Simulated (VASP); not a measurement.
Set up this calculation in VASP 6.6.1, as the native input.

| Property | Result |
| --- | --- |
| Task | single point |
| Functional | PBE |
| Potentials or basis | VASP PAW PBE potentials, release 64 (Ba_sv) |
| Cutoff | 520 eV |
| k mesh | 14 × 14 × 14 |
| Occupations | fermi-dirac, width 0.05 eV |
| Spin | no spin polarisation |
| Dipole correction | no |
| Further INCAR settings | ALGO = Normal; EDIFF = 1e-06; NBANDS = 11 |

The structure of Ba lies in POSCAR:

```
Ba
1.0
   -2.5104485042      2.5104485042      2.5104485042
    2.5104485042     -2.5104485042      2.5104485042
    2.5104485042      2.5104485042     -2.5104485042
Ba
1
Direct
    0.0000000000      0.0000000000      0.0000000000
```

The input as run:

INCAR

```
ALGO = Normal ; EDIFF = 1E-6
ENCUT = 520 ; GGA = PE
ISIF = 2 ; ISMEAR = -1
LASPH = T ; LCHARG = F
LREAL = F ; LWAVE = F
NBANDS = 11 ; NELM = 60
PREC = Accurate ; SIGMA = 0.05
```

KPOINTS

```
k-points
0
Gamma
  14 14 14
```

Potentials or basis: VASP PAW PBE potentials, release 64 (Ba_sv).

The run is started by

```console
$ cat potpaw_PBE.64/Ba_sv/POTCAR > POTCAR
$ mpirun -np 1 vasp_std > vasp.out
```

It gave:

```json
{
 "Pressure": "0.0 GPa",
 "Band gap on the k mesh": "zero (band 5 reaches 2.05 eV, above the bottom of band 6 at 1.09 eV)"
}
```

Caveat: spin-orbit coupling is left out, which moves the levels of the heavy elements.

Wall time 21 s on 1 thread of Intel(R) Xeon(R) Platinum 8488C (Sapphire Rapids), on a shared host, peak memory 0.21 GiB.
